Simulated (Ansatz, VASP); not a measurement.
**One calculation of Si, two programs**

Contents of INCAR:

```
ALGO     = Normal         # electronic algorithm
EDIFF    = 1E-7           # SCF threshold, eV
EDIFFG   = -0.002         # ionic threshold
ENCUT    = 500            # plane-wave cutoff, eV
GGA_COMPAT= F            
IBRION   = 2              # ionic algorithm
ISIF     = 3              # what is computed and relaxed
ISMEAR   = 0              # smearing method
LASPH    = T              # aspherical terms in the spheres
LCHARG   = F              # write CHGCAR
LREAL    = F              # projectors in reciprocal space
LWAVE    = F              # write WAVECAR
NELM     = 120            # most SCF steps
NELMIN   = 4            
NSW      = 100            # ionic steps
PREC     = Accurate       # precision mode
SIGMA    = 0.02           # smearing width, eV
```

File KPOINTS:

```
k-points
0
Gamma
  8 8 8
```

File POSCAR:

```
Si
1.0
    0.0000000000      2.7218511900      2.7218511900
    2.7218511900      0.0000000000      2.7218511900
    2.7218511900      2.7218511900      0.0000000000
Si
2
Direct
    0.0000000000      0.0000000000      0.0000000000
    0.2500000000      0.2500000000      0.2500000000
```

Input for Ansatz:

```yaml
crystal:
  lattice:
    - [0.0, 2.72185119, 2.72185119]
    - [2.72185119, 0.0, 2.72185119]
    - [2.72185119, 2.72185119, 0.0]
  atoms:
    - { symbol: Si, position: [0.0, 0.0, 0.0] }
    - { symbol: Si, position: [0.25, 0.25, 0.25] }
basis:
  ecutwfc: 420
kpoints:
  mp_grid: { grid: [8, 8, 8] }
hamiltonian:
  xc: lda
scf:
  occupations: { method: gaussian, width: 0.02 }
output:
  forces: true
  stress: true
  eigenvalues: true
relax:
  adjacent_minimum: "off"
  f_tol: 0.002
  max_steps: 80
  cell: { stress_tol: 0.02 }
```

Alike in both runs: task relaxation of cell and atoms; functional LDA; k mesh 8 × 8 × 8; occupations gaussian, width 0.02 eV; no spin polarisation.

|  | VASP | Ansatz |
| --- | --- | --- |
| version | VASP 6.6.1 | Ansatz 0.2.0 |
| potentials or method | VASP PAW LDA potentials, release 64 (Si), cutoff 500 eV | scalar-relativistic, plane waves, PAW |
| valence electrons in the cell | 8 | 8 |

VASP gave:

| Quantity | Value |
| --- | --- |
| gap on the k mesh at the Fermi level, each at its own relaxed structure (eV) | 0.49 |
| relaxed volume (Å³/atom) | 19.72 |
| relaxed cell length with the largest relative difference (Å) | 3.821 |

**Question.** Which values does Ansatz return?

**Answer.** gap on the k mesh at the Fermi level, each at its own relaxed structure (eV): 0.49; relaxed volume (Å³/atom): 19.70; relaxed cell length with the largest relative difference (Å): 3.820.

LDA's correlation is that of Perdew and Zunger in VASP and of Perdew and Wang (1992) in Ansatz.
